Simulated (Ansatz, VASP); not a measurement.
**Two plane-wave programs on HfCl4F**

```xyz
6
Lattice="4.3183 0.0000 0.0000 0.0000 4.3183 0.0000 0.0000 0.0000 7.1919" Properties=species:S:1:pos:R:3 pbc="T T T"
Hf    0.0000    0.0000    0.0000
Cl    2.1591    0.0000    5.6844
Cl    0.0000    2.1591    1.5075
Cl    2.1591    0.0000    1.5075
Cl    0.0000    2.1591    5.6844
F     2.1591    2.1591    3.5959
```

Change from the starting cell: species swapped into the Mg4SiGe type (P4/mmm, No. 123).

Alike in both runs: functional PBE; k mesh 10 × 10 × 6; occupations gaussian, width 0.1 eV; no spin polarisation.

Ansatz relaxed the structure, and its values are those at the end. VASP's run is a single point on that final structure, the one shown.

|  | VASP | Ansatz |
| --- | --- | --- |
| version | VASP 6.6.1 | Ansatz 0.2.0 |
| potentials or method | VASP PAW PBE potentials, release 64 (Hf_pv, Cl, F), cutoff 520 eV | scalar-relativistic, plane waves, PAW |
| valence electrons in the cell | 45 | 61 |

Ansatz gave:

| Item | Value |
| --- | --- |
| gap on the k mesh at the Fermi level (eV) | none |
| pressure (GPa) | 0.0 |
| rms of the force components (eV/Å) | 0.001 |

Question: What did VASP give for the same quantities?

Answer: gap on the k mesh at the Fermi level (eV): none; pressure (GPa): -0.6; rms of the force components (eV/Å): 0.030.

A gap of «none» marks a metal or a gap that the smearing closes. With one functional, cell and mesh, what is left measures potentials, basis and numerics. VASP's potentials hold 45 valence electrons a cell and Ansatz's 61, so a difference there can come from the potentials and not from the codes.

Spin-orbit coupling is off throughout.
